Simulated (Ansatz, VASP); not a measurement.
One calculation of PbSe, two programs

Contents of POSCAR:

```
PbSe
1.0
    0.0000000000      3.0606500000      3.0606500000
    3.0606500000      0.0000000000      3.0606500000
    3.0606500000      3.0606500000      0.0000000000
Pb Se
1 1
Direct
    0.0000000000      0.0000000000      0.0000000000
    0.5000000000      0.5000000000      0.5000000000
```

Contents of INCAR.step1:

```
ALGO     = Normal         # electronic algorithm
EDIFF    = 1E-5           # SCF threshold, eV
ENCUT    = 520            # plane-wave cutoff, eV
GGA      = PE             # functional
ISIF     = 2              # what is computed and relaxed
ISMEAR   = -1             # smearing method
LASPH    = T              # aspherical terms in the spheres
LREAL    = F              # projectors in reciprocal space
LWAVE    = T              # write WAVECAR
NBANDS   = 17             # bands
NELM     = 80             # most SCF steps
PREC     = Accurate       # precision mode
SIGMA    = 0.05           # smearing width, eV
```

Contents of INCAR.step2:

```
AEXX     = 0.25           # exact-exchange fraction
ALGO     = Normal         # electronic algorithm
EDIFF    = 1E-7           # SCF threshold, eV
ENCUT    = 520            # plane-wave cutoff, eV
ISIF     = 2              # what is computed and relaxed
ISMEAR   = -1             # smearing method
ISTART   = 1            
LASPH    = T              # aspherical terms in the spheres
LCHARG   = T              # write CHGCAR
LELF     = T              # ELF
LHFCALC  = T              # exact exchange
LMIXTAU  = T            
LREAL    = F              # projectors in reciprocal space
LVHAR    = T            
LWAVE    = F              # write WAVECAR
METAGGA  = R2SCAN         # meta-GGA
NBANDS   = 17             # bands
NELM     = 80             # most SCF steps
PREC     = Accurate       # precision mode
PRECFOCK = Normal       
SIGMA    = 0.05           # smearing width, eV
```

KPOINTS

```
k-points
0
Gamma
  4 4 4
```

Contents of input.yaml:

```yaml
crystal:
  lattice:
    - [0.0, 3.06065, 3.06065]
    - [3.06065, 0.0, 3.06065]
    - [3.06065, 3.06065, 0.0]
  atoms:
    - { symbol: Pb, position: [0.0, 0.0, 0.0] }
    - { symbol: Se, position: [0.5, 0.5, 0.5] }
hamiltonian:
  xc: { exchange: r2scan, correlation: r2scan, exx: { coeff: 0.25 } }
  pseudopotentials: { kind: paw }
kpoints:
  mp_grid: { grid: [4, 4, 4] }
scf:
  occupations: { method: fermi_dirac, width: 0.05 }
output:
  forces: true
  stress: true
  eigenvalues: true
  write_density: true
  write_potential: true
  elf: true
  volumetric_format: npy
```

Alike in both runs: task single point; functional r2SCAN-based global hybrid; k mesh 4 × 4 × 4; occupations fermi-dirac, width 0.05 eV; no spin polarisation.

```csv
,VASP,Ansatz
version,VASP 6.6.1,Ansatz 0.2.0
potentials or method,"VASP PAW PBE potentials, release 64 (Pb_d, Se)",Ansatz PAW
plane-wave cutoff (eV),520,500
valence electrons in the cell,20,30
```

Ansatz gave:

- gap on the k mesh at the Fermi level (eV): 1.50
- least direct gap on the mesh (eV): 1.50
- pressure (GPa): 1.1

Task: Which values does VASP return?

Result: gap on the k mesh at the Fermi level (eV): 1.57; least direct gap on the mesh (eV): 1.57; pressure (GPa): 0.8.

VASP's potentials were made for PBE, not for r2SCAN-based global hybrid. VASP's potentials hold 20 valence electrons a cell and Ansatz's 30, so a difference there can come from the potentials and not from the codes.

The k mesh is coarse, so the values compare programs but aren't converged. Spin-orbit coupling is off throughout.
